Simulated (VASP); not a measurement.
# LiIn: single point with LDA

Crystal: LiIn.

```
Li In
1.0
     0.00000    3.39300    3.39300
     3.39300    0.00000    3.39300
     3.39300    3.39300    0.00000
Li In
2 2
Direct
  0.50000 0.50000 0.50000
  0.75000 0.75000 0.75000
  0.00000 0.00000 0.00000
  0.25000 0.25000 0.25000
```

```
Program             : VASP 6.6.1
Task                : single point
Functional          : LDA
Potentials or basis : VASP PAW LDA potentials, release 64 (Li_sv, In_d)
Cutoff              : 520 eV
k mesh              : 4 × 4 × 4, shifted
Occupations         : methfessel-paxton, width 0.1 eV
Spin                : no spin polarisation
```

```
Band gap on the k mesh : zero (bands 16 and 17 overlap by 0.04 eV)
```

Levels at points of the mesh, in eV from the Fermi level:
| k point | band 13 | band 14 | band 15 | band 16 | band 17 | band 18 | band 19 | band 20 |
| --- | --- | --- | --- | --- | --- | --- | --- | --- |
| (0.12, 0.12, 0.12) | -9.22 | -1.50 | 0.04 | 0.04 | 0.52 | 1.69 | 1.69 | 2.82 |

It took 67 s on 1 thread of Intel(R) Xeon(R) 6975P-C (Granite Rapids), with other jobs on the host, peak memory 0.31 GiB.

Caveat: the k points lie up to 0.40 Å⁻¹ apart; spin-orbit coupling is left out, which moves the levels of the heavy elements.
